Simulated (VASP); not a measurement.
The system is V.

```
CELL_PARAMETERS angstrom
2.62154 0.00000 0.00000
-1.31077 2.27032 0.00000
0.00000 0.00000 4.75462
ATOMIC_POSITIONS crystal
V 0.33333 0.66667 0.25000
V 0.66667 0.33333 0.75000
```

This isn't the form of V at room conditions, which is bcc.

Base run:

| Property | Result |
| --- | --- |
| Program | VASP 6.6.1 |
| Functional | PBEsol |
| Potentials or basis | VASP PAW PBE potentials, release 64 (V_sv) |
| Cutoff | 520 eV |
| k mesh | 12 × 12 × 6 |
| Occupations | fermi-dirac, width 0.05 eV |
| Spin | collinear spin, ferromagnetic start |
| Starting moments | [2.0, 2.0] μB |

Its results: band gap on the k mesh zero (filled and empty bands overlap); pressure -10.1 GPa; net moment 0.00 μB per cell.

Problem. The run is repeated on the same cell with these changes: functional from PBEsol to LDA; potentials or basis from VASP PAW PBE potentials, release 64 (V_sv) to VASP PAW LDA potentials, release 64 (V_sv). What comes out?

Solution. Band gap on the k mesh zero (filled and empty bands overlap); pressure -15.4 GPa; net moment 0.00 μB per cell.

Caveats: the cell stands under tension; the PAW data sets were made with another functional, which shifts forces and pressure a little (at least some runs).
